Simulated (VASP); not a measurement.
# InSb (Pmmm) in VASP: further runs, part 2 of 2

VASP 6.6.1. Earlier steps stand in the parts before.

## Step 3: Single point, PBE+D3(BJ) (strain +0.0050 x Voigt [1, -1, 0, 0, 0, 0])

INCAR

```
SYSTEM = InSb
PREC = Accurate ; ENCUT = 520
EDIFF = 1E-6 ; ISMEAR = 0
SIGMA = 0.15 ; LREAL = .FALSE.
LASPH = .TRUE. ; NELM = 60
ALGO = Normal ; ISIF = 2
LWAVE = .FALSE. ; LCHARG = .FALSE.
GGA = PE ; IVDW = 12
NBANDS = 16
```

KPOINTS

```
regular mesh
0
G
  12 12 12
  0 0 0
```

POSCAR

```
InSb
1.0
    3.8266902600      0.0000000000      0.0000000000
    0.0000000000      3.7886137400      0.0000000000
    0.0000000000      0.0000000000      3.8076520000
In Sb
1 1
Direct
    0.0000000000      0.0000000000      0.0000000000
    0.5000000000      0.5000000000      0.5000000000
```

Potentials or basis: VASP PAW PBE potentials, release 64 (In_d, Sb).

The run is started by

```console
cat potpaw_PBE.64/In_d/POTCAR potpaw_PBE.64/Sb/POTCAR > POTCAR
mpirun -np 1 vasp_std > vasp.out
```

OUTCAR:

```text
SYSTEM = InSb
   PREC = Accurate
   ENCUT = 520
   EDIFF = 1E-6
   ISMEAR = 0
   LREAL = .FALSE.
   LASPH = .TRUE.
   NELM = 60
   ISIF = 2
   GGA = PE
   IVDW = 12
 IVDW          = 12

 ion  position               nearest neighbor table
   1  0.000  0.000  0.000-   2 3.30   2 3.30   2 3.30   2 3.30   2 3.30   2 3.30   2 3.30   2 3.30

   2  0.500  0.500  0.500-   1 3.30   1 3.30   1 3.30   1 3.30   1 3.30   1 3.30   1 3.30   1 3.30

  LATTYP: Found a simple orthorhombic cell.
 ALAT       =     3.7886137400
 B/A-ratio  =     1.0050251256
 C/A-ratio  =     1.0100502513

  Lattice vectors:

 A1 = (   0.0000000000,   3.7886137400,   0.0000000000)
 A2 = (   0.0000000000,   0.0000000000,   3.8076520000)
 A3 = (   3.8266902600,   0.0000000000,   0.0000000000)

Analysis of symmetry for initial positions (statically):
=====================================================================
 Subroutine PRICEL returns:
 Original cell was already a primitive cell.

 Routine SETGRP: Setting up the symmetry group for a
 simple orthorhombic supercell.

 Subroutine GETGRP returns: Found  8 space group operations
 (whereof  8 operations were pure point group operations)
 out of a pool of  8 trial point group operations.

The static configuration has the point symmetry D_2h.

Analysis of symmetry for dynamics (positions and initial velocities):
=====================================================================
 Subroutine PRICEL returns:
 Original cell was already a primitive cell.

 Routine SETGRP: Setting up the symmetry group for a
 simple orthorhombic supercell.

 Subroutine GETGRP returns: Found  8 space group operations
 (whereof  8 operations were pure point group operations)
 out of a pool of  8 trial point group operations.

The dynamic configuration has the point symmetry D_2h.

 Subroutine INISYM returns: Found  8 space group operations
 (whereof  8 operations are pure point group operations),
 and found     1 'primitive' translations

----------------------------------------------------------------------------------------

                                     Primitive cell

  volume of cell :      55.2028

  direct lattice vectors                    reciprocal lattice vectors
     3.826690260  0.000000000  0.000000000     0.261322431  0.000000000  0.000000000
     0.000000000  3.788613740  0.000000000     0.000000000  0.263948787  0.000000000
     0.000000000  0.000000000  3.807652000     0.000000000  0.000000000  0.262629043

  length of vectors
     3.826690260  3.788613740  3.807652000     0.261322431  0.263948787  0.262629043

  position of ions in fractional coordinates (direct lattice)
     0.000000000  0.000000000  0.000000000
     0.500000000  0.500000000  0.500000000

  ion indices of the primitive-cell ions
   primitive index   ion index
                 1           1
                 2           2

----------------------------------------------------------------------------------------

 KPOINTS: regular mesh

Automatic generation of k-mesh.
 Grid dimensions read from file:
 generate k-points for:   12   12   12

 Generating k-lattice:

  Cartesian coordinates                     Fractional coordinates (reciprocal lattice)
     0.021776869  0.000000000  0.000000000     0.083333333  0.000000000  0.000000000
     0.000000000  0.021995732  0.000000000     0.000000000  0.083333333  0.000000000
     0.000000000  0.000000000  0.021885754     0.000000000  0.000000000  0.083333333

  Length of vectors
     0.021776869  0.021995732  0.021885754

  Shift w.r.t. Gamma in fractional coordinates (k-lattice)
     0.000000000  0.000000000  0.000000000

 Subroutine IBZKPT returns following result:
 ===========================================

 Found    343 irreducible k-points:

 Following reciprocal coordinates:
            Coordinates               Weight
  0.000000  0.000000  0.000000      1.000000
  0.083333  0.000000  0.000000      2.000000
  0.166667  0.000000  0.000000      2.000000
  0.250000  0.000000  0.000000      2.000000
  0.333333  0.000000  0.000000      2.000000
  0.416667  0.000000  0.000000      2.000000
[... 16 lines left out ...]
  0.083333  0.250000  0.000000      4.000000
  0.166667  0.250000  0.000000      4.000000
 [... further k-points ...]
   k-points           NKPTS =    343   k-points in BZ     NKDIM =    343   number of bands    NBANDS=     16
   number of dos      NEDOS =    301   number of ions     NIONS =      2
   total plane-waves  NPLWV =  21952
   dimension x,y,z NGX =    28 NGY =   28 NGZ =   28
   dimension x,y,z NGXF=    56 NGYF=   56 NGZF=   56
   ions per type =               1   1
   NGX,Y,Z   is equivalent  to a cutoff of  12.16, 12.29, 12.23 a.u.
   NGXF,Y,Z  is equivalent  to a cutoff of  24.33, 24.57, 24.45 a.u.
 SYSTEM =  InSb
   PREC   = accura    normal or accurate (medium, high low for compatibility)
   ISTART =      0    job   : 0-new  1-cont  2-samecut
   ICHARG =      2    charge: 1-file 2-atom 10-const
   ISPIN  =      1    spin polarized calculation?
   LNONCOLLINEAR =      F non collinear calculations
   LSORBIT =      F    spin-orbit coupling
   LASPH  =      T    aspherical Exc in radial PAW
   ENCUT  =  520.0 eV  38.22 Ry    6.18 a.u.   7.12  7.04  7.08*2*pi/ulx,y,z
   NELM   =     60;   NELMIN=  2; NELMDL= -5     # of ELM steps
   EDIFF  = 0.1E-05   stopping-criterion for ELM
   LREAL  =      F    real-space projection
   EDIFFG = 0.1E-04   stopping-criterion for IOM
   NSW    =      0    number of steps for IOM
   IBRION =     -1    ionic relax: 0-MD 1-quasi-New 2-CG
   NFREE  =      0    steps in history (QN), initial steepest desc. (CG)
   ISIF   =      2    stress and relaxation
   ISYM   =      2    0-nonsym 1-usesym 2-fastsym
   POTIM  = 0.5000    time-step for ionic-motion
   TEBEG  =    0.0;   TEEND  =   0.0 temperature during run
   PSTRESS=    0.0 pullay stress
   NELECT =      18.0000    total number of electrons
   NUPDOWN=      -1.0000    fix difference up-down
   EMIN   =  10.00;   EMAX   =-10.00  energy-range for DOS
   EFERMI =   0.00;   METHOD = LEGACY
   ISMEAR =     0;   SIGMA  =   0.15  broadening in eV -4-tet -1-fermi 0-gaus
   EFERMI_NEDOS =   21; number of points for ismear=-14 and -15
   IALGO  =     38    algorithm
   IMIX   =      4    mixing-type and parameters
     AMIX     =   0.40;   BMIX     =  1.00
     AMIX_MAG =   1.60;   BMIX_MAG =  1.00
  volume/ion in A,a.u.               =      27.60       186.26
  Fermi-wavevector in a.u.,A,eV,Ry     =   1.126796  2.129336 17.274904  1.269670
  Thomas-Fermi vector in A             =   2.263480
   LORBIT       =      0    0 simple, 1 ext, 2 COOP (PROOUT), +10 PAW based schemes
   GGA     = PE    functional components
   LHFCALC =     F    Hartree Fock is set to
   AEXX    =    0.0000 exact exchange contribution
   IVDW    =    12    specifies the selected vdW correction
   LEPSILON=     F    determine dielectric tensor
   LRPA    =     F    only Hartree local field effects (RPA)
 non-spin polarized calculation
 Gauss-broadening in eV      SIGMA  =   0.15
  energy-cutoff  :      520.00
  volume of cell :       55.20
 maximum number of plane-waves:      1502
   NGX = 15   NGY = 15   NGZ = 15

 number of electron      17.9999989 magnetization

 Free energy of the ion-electron system (eV)
  ---------------------------------------------------
  ext. energy  EPLUGINS =         0.00000000
  ---------------------------------------------------
  free energy    TOTEN  =        -6.50493087 eV

  energy without entropy =       -6.49325240  energy(sigma->0) =       -6.49909164

 E-fermi :   7.4171     XC(G=0): -10.0588

 val. band max:        7.4074058422   @ k =   0.0000   0.1667   0.0000
 cond. band min:       7.4246574282   @ k =   0.0000   0.0000   0.1667
 fundamental gap:      0.0172515860
 Fermi energy:         7.4171021250

 k-point     1 :       0.0000    0.0000    0.0000
  band No.  band energies     occupation
      1      -7.0647      2.00000
      2      -7.0600      2.00000
      3      -6.9584      2.00000
      4      -6.9576      2.00000
      5      -6.9569      2.00000
      6      -3.8652      2.00000
[... 8 lines left out ...]
     15      15.6969      0.00000
     16      19.4017      0.00000
[... 419 lines left out ...]
 k-point    24 :       0.1667    0.2500    0.0000
  band No.  band energies     occupation
      1      -7.0424      2.00000
      2      -7.0016      2.00000
      3      -6.9994      2.00000
      4      -6.9785      2.00000
      5      -6.9662      2.00000
      6      -3.0253      2.00000
[... 8 lines left out ...]
     15      15.6479      0.00000
     16      17.1101      0.00000

 [... further k-points ...]

------------------------ aborting loop because EDIFF is reached ----------------------------------------

 Edisp (eV)   -0.81843

 E8    (eV) :    -0.3912

  FORCE on cell =-STRESS in cart. coord.  units (eV):
  Direction    XX          YY          ZZ          XY          YZ          ZX
  --------------------------------------------------------------------------------------
  -------------------------------------------------------------------------------------
  Total      -0.87154    -0.91135    -0.89084     0.00000    -0.00000     0.00000
  in kB     -25.29511   -26.45049   -25.85523     0.00000    -0.00000     0.00000
  external pressure =      -25.87 kB  Pullay stress =        0.00 kB

 VOLUME and BASIS-vectors are now :
 -----------------------------------------------------------------------------
  energy-cutoff  :      520.00
  volume of cell :       55.20
      direct lattice vectors                 reciprocal lattice vectors
     3.826690260  0.000000000  0.000000000     0.261322431  0.000000000  0.000000000
     0.000000000  3.788613740  0.000000000     0.000000000  0.263948787  0.000000000
     0.000000000  0.000000000  3.807652000     0.000000000  0.000000000  0.262629043

 POSITION                                       TOTAL-FORCE (eV/Angst)
 -----------------------------------------------------------------------------------
      0.00000      0.00000      0.00000         0.000000      0.000000      0.000000
      1.91335      1.89431      1.90383         0.000000      0.000000      0.000000
 -----------------------------------------------------------------------------------
    total drift:                               -0.000000      0.000000     -0.000000

  FREE ENERGIE OF THE ION-ELECTRON SYSTEM (eV)
  ---------------------------------------------------
  free  energy   TOTEN  =        -7.3233593239 eV

  energy  without entropy=       -7.3116808497  energy(sigma->0) =       -7.31752009
```

OSZICAR:

```text
N       E                     dE             d eps       ncg     rms          rms(c)
DAV:   1     0.109071691629E+03    0.10907E+03   -0.80039E+03 10992   0.118E+03
DAV:   2    -0.160047937404E+00   -0.10923E+03   -0.10589E+03 12496   0.290E+02
DAV:   3    -0.637651202192E+01   -0.62165E+01   -0.61489E+01 13824   0.677E+01
DAV:   4    -0.653151520863E+01   -0.15500E+00   -0.15495E+00 14296   0.115E+01
DAV:   5    -0.653889195168E+01   -0.73767E-02   -0.73766E-02 16048   0.211E+00    0.261E+00
DAV:   6    -0.651041440724E+01    0.28478E-01   -0.46387E-02 14592   0.357E+00    0.147E+00
DAV:   7    -0.650529800982E+01    0.51164E-02   -0.17241E-02 15024   0.170E+00    0.260E-01
DAV:   8    -0.650491166889E+01    0.38634E-03   -0.17939E-03 14168   0.597E-01    0.832E-02
DAV:   9    -0.650493516907E+01   -0.23500E-04   -0.15721E-04 14952   0.107E-01    0.442E-02
DAV:  10    -0.650493163153E+01    0.35375E-05   -0.62963E-06 14824   0.215E-02    0.174E-02
DAV:  11    -0.650493087224E+01    0.75929E-06   -0.11579E-06  9512   0.157E-02
   1 F= -.73233593E+01 E0= -.73175201E+01  d E =-.116785E-01
```

stdout:

```text
POSCAR found type information on POSCAR InSb
 POSCAR found :  2 types and       2 ions
 scaLAPACK will be used
 LDA part: xc-table for (Slater+PW92), standard interpolation
 POSCAR, INCAR and KPOINTS ok, starting setup
 FFT: planning ... GRIDC
 FFT: planning ... GRID_SOFT
 FFT: planning ... GRID
 WAVECAR not read
 entering main loop
```

Wall time 3.8 min (1 thread of Intel Xeon Platinum 8259CL at 2.50GHz (Skylake/Cascade Lake), shared host); peak memory 0.42 GiB.

Results:

- Free energy: -7.3234 eV
- Pressure: -2.6 GPa
- Band gap on the k mesh: zero (bands 9 and 10 overlap by 3.36 eV)
- Dispersion energy per atom: -0.409 eV

Stress tensor (GPa, compression positive):
```
-2.53  0.00  0.00
 0.00 -2.65  0.00
 0.00  0.00 -2.59
```

Caveat: the cell differs from its parent crystal (strain +0.0050 x Voigt [1, -1, 0, 0, 0, 0]); spin-orbit coupling is left out, which moves the levels of the heavy elements.
